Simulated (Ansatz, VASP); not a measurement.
Two plane-wave programs on Si

File POSCAR:

```
Si
1.0
    0.0000000000      2.7221197381      2.7221197381
    2.6946263287      0.0000000000      2.7221197381
    2.6946263287      2.7221197381      0.0000000000
Si
2
Direct
    0.2500000000      0.2500000000      0.2500000000
    0.0000000000      0.0000000000      0.0000000000
```

Contents of INCAR.step1:

```
SYSTEM = Si
PREC = Accurate ; ENCUT = 520
ISMEAR = 0 ; SIGMA = 0.01
LREAL = .False. ; LASPH = .True.
NELM = 80 ; NBANDS = 11
GGA = PE ; ALGO = Normal
EDIFF = 1E-4 ; LWAVE = .True.
LCHARG = .False.
```

The input INCAR.step2:

```
SYSTEM = Si
PREC = Accurate ; ENCUT = 520
EDIFF = 1E-7 ; ISMEAR = 0
SIGMA = 0.01 ; LREAL = .False.
LASPH = .True. ; NELM = 80
ALGO = Normal ; ISIF = 2
LWAVE = .False. ; LCHARG = .False.
METAGGA = R2SCAN ; LMIXTAU = .True.
NBANDS = 11 ; ISTART = 1
```

KPOINTS

```
regular mesh
0
Gamma
  8 8 8
  0 0 0
```

Input for Ansatz:

```yaml
crystal:
  lattice:
    - [0.0, 2.7221197381, 2.7221197381]
    - [2.6946263287, 0.0, 2.7221197381]
    - [2.6946263287, 2.7221197381, 0.0]
  atoms:
    - { symbol: Si, position: [0.25, 0.25, 0.25] }
    - { symbol: Si, position: [0.0, 0.0, 0.0] }
kpoints:
  mp_grid: { grid: [8, 8, 8] }
  band_path:
    path:
      - [0.0, 0.0, 0.0]
      - [0.5, 0.0, 0.5]
      - [0.625, 0.25, 0.625]
      - [0.375, 0.375, 0.75]
      - [0.5, 0.5, 0.5]
      - [0.5, 0.25, 0.75]
      - [0.0, 0.419271, 0.419271]
    npoints: 1
hamiltonian:
  xc: r2scan
scf:
  occupations: { method: fixed }
  n_extra_bands: 4
output:
  forces: true
  stress: true
  eigenvalues: true
  write_density: true
  write_potential: true
  elf: true
  volumetric_format: npy
```

Change from the starting cell: uniaxial_x strain -1.0%.

Alike in both runs: task single point; functional r2SCAN; k mesh 8 × 8 × 8; no spin polarisation.

```csv
,VASP,Ansatz
version,VASP 6.6.1,Ansatz 0.2.0
potentials or method,"VASP PAW PBE potentials, release 64 (Si)","plane waves, PAW"
plane-wave cutoff (eV),520,500
occupations,"gaussian, width 0.01 eV",fixed
valence electrons in the cell,8,8
```

|  | VASP | Ansatz | Ansatz less VASP |
| --- | --- | --- | --- |
| gap on the k mesh at the Fermi level (eV) | 0.69 | 0.68 | -0.015 |
| pressure (GPa) | 0.8 | 1.0 | +0.25 |
| traceless stress, the component that is largest in VASP (GPa) | 0.71 | 0.71 | -0.005 |

VASP's potentials were made for PBE, not for r2SCAN.
